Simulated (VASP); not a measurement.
# Te2As3 (P-3m1) in VASP: further runs, part 3 of 3

VASP 6.6.1. Earlier steps stand in the parts before.

### Step 4. Relaxation of cell and atoms, PBE

This run uses another cell than the first one, of 27.17 Å³/atom.

File INCAR:

```
PREC     = Accurate       # precision mode
ENCUT    = 600            # plane-wave cutoff, eV
EDIFF    = 1E-7           # SCF threshold, eV
ISMEAR   = 0              # smearing method
SIGMA    = 0.1            # smearing width, eV
LREAL    = False          # projectors in reciprocal space
LASPH    = True           # aspherical terms in the spheres
NELM     = 100            # most SCF steps
ALGO     = Normal         # electronic algorithm
ISIF     = 3              # what is computed and relaxed
LWAVE    = False          # write WAVECAR
LCHARG   = False          # write CHGCAR
GGA      = PE             # functional
IBRION   = 2              # ionic algorithm
NSW      = 100            # ionic steps
EDIFFG   = -0.01          # ionic threshold
```

File KPOINTS:

```
Automatic mesh
0
Gamma
  12 12 6
```

File POSCAR:

```
Te2As3
1.0
    5.1446081008      0.0000000000      0.0000000000
   -2.5723040504      4.4553613078      0.0000000000
    0.0000000000      0.0000000000      5.9258894961
Te As
2 3
Direct
    0.3333333333      0.6666666667      0.2358092823
    0.6666666667      0.3333333333      0.7641907177
    0.3333333333      0.6666666667      0.7726458488
    0.6666666667      0.3333333333      0.2273541512
    0.0000000000      0.0000000000      0.0000000000
```

Potentials or basis: VASP PAW PBE potentials, release 64 (Te, As).

Launch:

```
cat potpaw_PBE.64/Te/POTCAR potpaw_PBE.64/As/POTCAR > POTCAR
mpirun -np 1 vasp_std > vasp.out
```

OUTCAR:

```text
PREC = Accurate
   ENCUT = 600
   EDIFF = 1E-7
   ISMEAR = 0
   LREAL = False
   LASPH = True
   NELM = 100
   ISIF = 3
   GGA = PE
   IBRION = 2
   NSW = 100
   EDIFFG = -0.01

 ion  position               nearest neighbor table
   1  0.333  0.667  0.236-   3 2.74   4 2.97   4 2.97   4 2.97   3 3.18   5 3.28   5 3.28   5 3.28

   2  0.667  0.333  0.764-   4 2.74   3 2.97   3 2.97   3 2.97   4 3.18   5 3.28   5 3.28   5 3.28

   3  0.333  0.667  0.773-   1 2.74   2 2.97   2 2.97   2 2.97   1 3.18
   4  0.667  0.333  0.227-   2 2.74   1 2.97   1 2.97   1 2.97   2 3.18
   5  0.000  0.000  0.000-   2 3.28   1 3.28   2 3.28   1 3.28   2 3.28   1 3.28

  LATTYP: Found a hexagonal cell.
 ALAT       =     5.1446081008
 C/A-ratio  =     1.1518641226

  Lattice vectors:

 A1 = (   5.1446081008,   0.0000000000,   0.0000000000)
 A2 = (  -2.5723040504,   4.4553613078,   0.0000000000)
 A3 = (   0.0000000000,   0.0000000000,   5.9258894961)

Analysis of symmetry for initial positions (statically):
=====================================================================
 Subroutine PRICEL returns:
 Original cell was already a primitive cell.

 Routine SETGRP: Setting up the symmetry group for a
 hexagonal supercell.

 Subroutine GETGRP returns: Found 12 space group operations
 (whereof 12 operations were pure point group operations)
 out of a pool of 24 trial point group operations.

The static configuration has the point symmetry D_3d.

Analysis of symmetry for dynamics (positions and initial velocities):
=====================================================================
 Subroutine PRICEL returns:
 Original cell was already a primitive cell.

 Routine SETGRP: Setting up the symmetry group for a
 hexagonal supercell.

 Subroutine GETGRP returns: Found 12 space group operations
 (whereof 12 operations were pure point group operations)
 out of a pool of 24 trial point group operations.

The dynamic configuration has the point symmetry D_3d.

 Subroutine INISYM returns: Found 12 space group operations
[... 140 lines left out ...]
 NGX is ok and might be reduce to    42
   NGX = 21   NGY = 21   NGZ = 23

--------------------------------------- Ionic step        1  -------------------------------------------

 number of electron      26.9999998 magnetization

 Free energy of the ion-electron system (eV)
  ---------------------------------------------------
  ext. energy  EPLUGINS =         0.00000000
  ---------------------------------------------------
  free energy    TOTEN  =       -18.30469653 eV

  energy without entropy =      -18.28958025  energy(sigma->0) =      -18.29713839

------------------------ aborting loop because EDIFF is reached ----------------------------------------

  FORCE on cell =-STRESS in cart. coord.  units (eV):
  Direction    XX          YY          ZZ          XY          YZ          ZX
  --------------------------------------------------------------------------------------
  -------------------------------------------------------------------------------------
  Total       -0.0334008     -0.0334008     -0.3550737     -0.0000000     -0.0000000      0.0000000
  in kB       -0.3939845     -0.3939845     -4.1883247     -0.0000000     -0.0000000      0.0000000
  external PRESSURE =      -1.6587645 kB  Pullay stress =       0.0000000 kB
[... 98 lines left out ...]
  FREE ENERGIE OF THE ION-ELECTRON SYSTEM (eV)
  ---------------------------------------------------
  free  energy   TOTEN  =       -18.3128873879 eV

  energy  without entropy=      -18.3006191092  energy(sigma->0) =      -18.30675325

 E-fermi :   5.4314     XC(G=0):  -9.2918

 val. band max:        5.4088038878   @ k =   0.0000   0.1667   0.3333
 cond. band min:       5.4513625695   @ k =   0.3333   0.0000   0.0000
 fundamental gap:      0.0425586816
 Fermi energy:         5.4314441259

 k-point     1 :       0.0000    0.0000    0.0000
  band No.  band energies     occupation
      1      -9.0137      2.00000
      2      -6.1231      2.00000
      3      -5.0584      2.00000
      4      -4.2218      2.00000
      5      -2.3087      2.00000
      6      -0.3458      2.00000
[... 459 lines left out ...]
      6      -0.0351      2.00000
[... 9 lines left out ...]
     16       6.8228      0.00000
     17       7.3230      0.00000

 [... further k-points ...]

[... ionic steps 4 to 11 ...]

--------------------------------------- Ionic step       12  -------------------------------------------

 number of electron      26.9999997 magnetization

------------------------ aborting loop because EDIFF is reached ----------------------------------------
[... 73 lines left out ...]
--------------------------------------- Ionic step       14  -------------------------------------------

 number of electron      26.9999997 magnetization

 Free energy of the ion-electron system (eV)
  ---------------------------------------------------
  ext. energy  EPLUGINS =         0.00000000
  ---------------------------------------------------
  free energy    TOTEN  =       -18.32446629 eV

  energy without entropy =      -18.31303851  energy(sigma->0) =      -18.31875240

 E-fermi :   5.4050     XC(G=0):  -9.2759

 val. band max:        5.3922758350   @ k =   0.0000   0.1667   0.3333
 cond. band min:       5.4174597769   @ k =   0.3333   0.0000   0.0000
 fundamental gap:      0.0251839419
 Fermi energy:         5.4049531535

 k-point     1 :       0.0000    0.0000    0.0000
  band No.  band energies     occupation
      1      -9.0365      2.00000
      2      -6.1426      2.00000
      3      -5.1021      2.00000
      4      -4.2502      2.00000
      5      -2.3475      2.00000
      6      -0.3670      2.00000
[... 503 lines left out ...]
  FREE ENERGIE OF THE ION-ELECTRON SYSTEM (eV)
  ---------------------------------------------------
  free  energy   TOTEN  =       -18.3244662871 eV

  energy  without entropy=      -18.3130385109  energy(sigma->0) =      -18.31875240

 reached required accuracy - stopping structural energy minimisation
```

Run time: 24 min. Hardware: 1 thread of Intel Xeon Platinum 8488C (Sapphire Rapids), shared host; peak memory 0.51 GiB.

Results:

| Quantity | Value |
| --- | --- |
| Free energy | -18.3245 eV |
| Relaxed volume | 27.65 Å³/atom |
| Relaxed cell | a = 5.171 Å, b = 5.171 Å, c = 5.971 Å, α = 90.00°, β = 90.00°, γ = 120.00° |
| Space group after relaxing (to 0.1 Å) | P-3m1 (No. 164) |
| Energy gained by relaxing | 4.0 meV/atom |
| Ionic steps | 14 |
| Pressure after relaxing | 0.0 GPa |
| Largest force after relaxing | 0.005 eV/Å |
| Band gap on the k mesh | zero (an odd number of electrons rules out a gap without spin polarisation) |

Forces in eV/Å, atoms in the order of the input:
```
Te   0.000  0.000 -0.005
Te   0.000  0.000  0.005
As   0.000  0.000  0.002
As   0.000  0.000 -0.002
As   0.000  0.000  0.000
```

Step by step:
```
step  energy change (eV)  largest force (eV/Å)  pressure (GPa)  volume (Å³)
   1              0.0000                0.1988           -0.17       135.83
   2             -0.0060                0.1511            0.26       135.28
   3             -0.0082                0.0817            0.67       134.77
   4             -0.0115                0.0561            0.59       135.31
   5             -0.0150                0.0170            0.42       136.43
   6             -0.0172                0.0317            0.08       137.21
   7             -0.0175                0.0605           -0.12       137.70
   8             -0.0181                0.0556           -0.09       137.70
   9             -0.0191                0.0429            0.01       137.71
  10             -0.0191                0.0397            0.04       137.71
  11             -0.0195                0.0195            0.06       137.85
  12             -0.0197                0.0046            0.09       138.01
  13             -0.0197                0.0099           -0.06       138.43
  14             -0.0198                0.0048            0.00       138.27
```

Final structure:
```yaml
crystal:
  lattice:
    - [5.17093, 0.00000, 0.00000]
    - [-2.58546, 4.47815, 0.00000]
    - [0.00000, 0.00000, 5.97122]
  atoms:
    - { symbol: Te, position: [0.33333, 0.66667, 0.22856] }
    - { symbol: Te, position: [0.66667, 0.33333, 0.77144] }
    - { symbol: As, position: [0.33333, 0.66667, 0.78130] }
    - { symbol: As, position: [0.66667, 0.33333, 0.21870] }
    - { symbol: As, position: [0.00000, 0.00000, 0.00000] }
```

Levels at points of the mesh, in eV from the Fermi level:
```csv
k point,band 10,band 11,band 12,band 13,band 14,band 15,band 16,band 17
"(0.00, 0.00, 0.00)",-3.57,-3.16,-2.53,-2.53,-0.66,0.78,0.78,2.70
"(0.50, 0.00, 0.00)",-2.98,-2.61,-1.25,-0.02,0.67,1.41,1.46,1.86
"(0.00, 0.00, 0.50)",-3.36,-3.10,-3.10,-2.00,-0.72,-0.26,0.04,0.04
"(0.50, 0.00, 0.50)",-2.53,-1.62,-1.07,-0.59,0.29,0.46,0.98,1.04
```

Caveat: the highest band is partly filled, so the run has too few bands; spin-orbit coupling is left out, which moves the levels of the heavy elements; an odd number of electrons without spin polarisation forces a metal; a magnetic or distorted state may lie lower.

### Step 5. Overview

```csv
task,cell,k mesh,cutoff (eV),gap on the mesh (eV),pressure (GPa),relaxed volume (Å³/atom),largest force (eV/Å)
single point,"a = 5.171, b = 5.171, c = 5.979 Å, angles 90.0, 90.0, 120.0°, 5 atoms, atomic positions A",12 × 12 × 6,520,none,0.0,-,0.02
relaxation of cell and atoms,"relaxed from a = 4.984, b = 4.984, c = 6.356 Å, angles 90.0, 90.0, 120.0°, 5 atoms, atomic positions B",6 × 6 × 4,600,-,0.0,27.11,0.02
relaxation of cell and atoms,"relaxed from a = 5.145, b = 5.145, c = 5.926 Å, angles 90.0, 90.0, 120.0°, 5 atoms, atomic positions C",12 × 12 × 6,600,none,0.0,27.65,-
```

Alike in all rows: level PBE; potentials or basis VASP PAW PBE potentials, release 64 (Te, As); no spin polarisation; smearing gaussian 0.1 eV.

Caveats: spin-orbit coupling is left out, which moves the levels of the heavy elements; an odd number of electrons without spin polarisation forces a metal (at least some runs); a magnetic or distorted state may lie lower (at least some runs); the highest band is partly filled, so the run has too few bands (at least some runs).

Absolute energies hang on the potentials; compare differences alone.

The gap in the log of VASP goes by the Fermi energy; the results here count the filled bands.